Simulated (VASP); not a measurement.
Write the native input for VASP 6.6.1 that does the following.

| Property | Result |
| --- | --- |
| Task | relaxation of cell and atoms |
| Functional | LDA |
| Potentials or basis | VASP PAW LDA potentials, release 64 (Ni) |
| Cutoff | 600 eV |
| k mesh | 21 × 21 × 12 |
| Occupations | fermi-dirac, width 0.05 eV |
| Spin | collinear spin, ferromagnetic start |
| Starting moments | [1.0, 1.0] μB |
| Target pressure | 390 GPa |
| Dipole correction | no |
| Further INCAR settings | ALGO = Normal; EDIFF = 1e-06; IBRION = 2; EDIFFG = -0.005; NSW = 32; ISIF = 3 |

The structure of Ni lies in POSCAR:

```
Ni
1.0
    2.0556601459      0.0000000000      0.0000000000
   -1.0278300730      1.7802539079      0.0000000000
    0.0000000000      0.0000000000      3.3762944194
Ni
2
Direct
    0.3333333333      0.6666666667      0.2500000000
    0.6666666667      0.3333333333      0.7500000000
```

This isn't the form of Ni at room conditions, which is fcc.

One way to write it, as run:

INCAR

```
SYSTEM = Ni
  PREC = Accurate
  ENCUT = 600
  EDIFF = 1E-6
  ISMEAR = -1
  SIGMA = 0.05
  LREAL = .False.
  LASPH = .True.
  NELM = 150
  ALGO = Normal
  ISIF = 3
  LWAVE = .False.
  LCHARG = .False.
  ISPIN = 2
  MAGMOM = 1 1
  LORBIT = 11
  LMAXMIX = 4
  GGA = CA
  IBRION = 2
  NSW = 32
  EDIFFG = -0.005
  PSTRESS = 3900.0
```

KPOINTS

```
regular mesh
0
Gamma
  21 21 12
  0 0 0
```

Potentials or basis: VASP PAW LDA potentials, release 64 (Ni).

Command:

```console
$ cat potpaw_LDA.64/Ni/POTCAR > POTCAR
$ mpirun -np 1 vasp_std > vasp.out
```

It gave:

| Quantity | Value |
| --- | --- |
| Relaxed volume | 6.18 Å³/atom |
| Relaxed cell | a = 2.056 Å, b = 2.056 Å, c = 3.379 Å, α = 90.00°, β = 90.00°, γ = 120.00° |
| Space group after relaxing (to 0.1 Å) | P6_3/mmc (No. 194) |
| Energy change on relaxing (the run minimises the enthalpy) | -17.0 meV/atom |
| Ionic steps | 6 |
| Pressure after relaxing | 390.0 GPa |
| Net moment | 0.82 μB per cell |
| Site moments | Ni +0.39 μB |

Caveat: the cell is relaxed towards a set pressure, so the run minimises the enthalpy, not the energy.

It took 8.1 min on 1 thread of Intel Xeon 8259CL (shared host), peak memory 0.23 GiB.
